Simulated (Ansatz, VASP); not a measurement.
One calculation of ScTi3N3, two programs

```
CELL_PARAMETERS angstrom
3.05342 0.00000 0.00000
0.00000 3.05342 0.00000
0.00000 0.00000 8.55536
ATOMIC_POSITIONS crystal
Sc 0.00000 0.00000 0.00000
Ti 0.50000 0.50000 0.75644
Ti 0.00000 0.00000 0.50000
Ti 0.50000 0.50000 0.24356
N 0.00000 0.00000 0.73807
N 0.50000 0.50000 0.00000
N 0.00000 0.00000 0.26193
```

Alike in both runs: task single point; functional PBE; k mesh 8 × 8 × 4; occupations gaussian, width 0.2 eV; no spin polarisation.

|  | VASP | Ansatz |
| --- | --- | --- |
| version | VASP 6.6.1 | Ansatz 0.2.0 |
| potentials or method | VASP PAW PBE potentials, release 64 (Sc_sv, Ti_sv, N), cutoff 520 eV | scalar-relativistic, plane waves, PAW |
| valence electrons in the cell | 62 | 62 |

Ansatz gave:

```
gap on the k mesh at the Fermi level (eV)                     : none
pressure (GPa)                                                : 0.1
traceless stress, the component that is largest in VASP (GPa) : -0.11
rms of the force components (eV/Å)                            : 0.015
```

Task: What did VASP give for the same quantities?

Result: gap on the k mesh at the Fermi level (eV): none; pressure (GPa): 0.6; traceless stress, the component that is largest in VASP (GPa): -0.08; rms of the force components (eV/Å): 0.021.

Atom by atom the forces differ by 0.008 eV/Å (rms over components). A gap of «none» marks a metal or a gap that the smearing closes.
